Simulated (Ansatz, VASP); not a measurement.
## One calculation of AgCl, two programs

INCAR

```
PREC = Accurate
ENCUT = 520
EDIFF = 1E-6
ISMEAR = 0
SIGMA = 0.05
LREAL = F
LASPH = T
NELM = 80
ALGO = Normal
ISIF = 2
LWAVE = F
LCHARG = T
GGA = PS
LELF = T
LVHAR = T
NBANDS = 16
```

The input KPOINTS:

```
regular mesh
0
Gamma
  12 12 12
```

File POSCAR:

```
AgCl
1.0
    3.3322228245      0.0598838041      0.0598838041
    0.0598838041      3.3322228245      0.0598838041
    0.0598838041      0.0598838041      3.3322228245
Ag Cl
1 1
Direct
    0.0000000000      0.0000000000      0.0000000000
    0.5000000000      0.5000000000      0.5000000000
```

Input for Ansatz:

```yaml
crystal:
  lattice:
    - [3.3322228245, 0.0598838041, 0.0598838041]
    - [0.0598838041, 3.3322228245, 0.0598838041]
    - [0.0598838041, 0.0598838041, 3.3322228245]
  atoms:
    - { symbol: Ag, position: [0.0, 0.0, 0.0] }
    - { symbol: Cl, position: [0.5, 0.5, 0.5] }
basis:
  ecutwfc: 420
kpoints:
  mp_grid: { grid: [12, 12, 12] }
hamiltonian:
  xc: pbesol
scf:
  occupations: { method: gaussian, width: 0.05 }
output:
  forces: true
  stress: true
  eigenvalues: true
```

Alike in both runs: task single point; functional PBEsol; k mesh 12 × 12 × 12; occupations gaussian, width 0.05 eV; no spin polarisation.

|  | VASP | Ansatz |
| --- | --- | --- |
| version | VASP 6.6.1 | Ansatz 0.2.0 |
| potentials or method | VASP PAW PBE potentials, release 64 (Ag, Cl), cutoff 520 eV | scalar-relativistic, plane waves, PAW |
| valence electrons in the cell | 18 | 26 |

|  | VASP | Ansatz | Ansatz less VASP |
| --- | --- | --- | --- |
| gap on the k mesh at the Fermi level (eV) | 0.35 | 0.35 | -0.001 |
| least direct gap on the mesh (eV) | 2.14 | 2.14 | -0.002 |
| pressure (GPa) | 0.0 | 0.1 | +0.12 |
| traceless stress, the component that is largest in VASP (GPa) | 0.44 | 0.43 | -0.004 |

VASP's potentials were made for PBE, not for PBEsol. VASP's potentials hold 18 valence electrons a cell and Ansatz's 26, so a difference there can come from the potentials and not from the codes.
